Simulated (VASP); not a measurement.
A run of VASP 6.6.1:

The input INCAR:

```
ALGO = Normal
EDIFF = 1E-7
EDIFFG = -0.04
ENCUT = 600
GGA = PE
GGA_COMPAT = False
IBRION = 2
ISIF = 3
ISMEAR = 0
LASPH = True
LCHARG = False
LMAXMIX = 6
LREAL = False
LWAVE = False
NELM = 200
NELMIN = 4
NSW = 90
PREC = Accurate
SIGMA = 0.1
```

KPOINTS

```
k-points
0
Gamma
  6 6 4
```

The input POSCAR:

```
PrOs2C
1.0
    4.0243542500      0.0000000000      0.0000000000
   -2.0121771300      3.4851930200      0.0000000000
    0.0000000000      0.0000000000      6.2758610000
Pr Os C
1 2 1
Direct
    0.0000000000      0.0000000000      0.0000000000
    0.3333333300      0.6666666700      0.5000000000
    0.6666666700      0.3333333300      0.5000000000
    0.0000000000      0.0000000000      0.5000000000
```

Potentials or basis: VASP PAW PBE potentials, release 64 (Pr_3, Os, C), 4f in core.

Run with:

```bash
$ cat potpaw_PBE.64/Pr_3/POTCAR potpaw_PBE.64/Os/POTCAR potpaw_PBE.64/C/POTCAR > POTCAR
$ mpirun -np 1 vasp_std > vasp.out
```

Hardware: 1 thread of Intel(R) Xeon(R) 6975P-C (Granite Rapids), with other jobs on the host.

Task: How long does it take, and how much memory?

Result: Run time: 2.1 min on 1 thread of Intel(R) Xeon(R) 6975P-C (Granite Rapids) (shared host), peak memory 0.26 GiB. Counts: scf iterations 99, k points 21, ion steps 9.
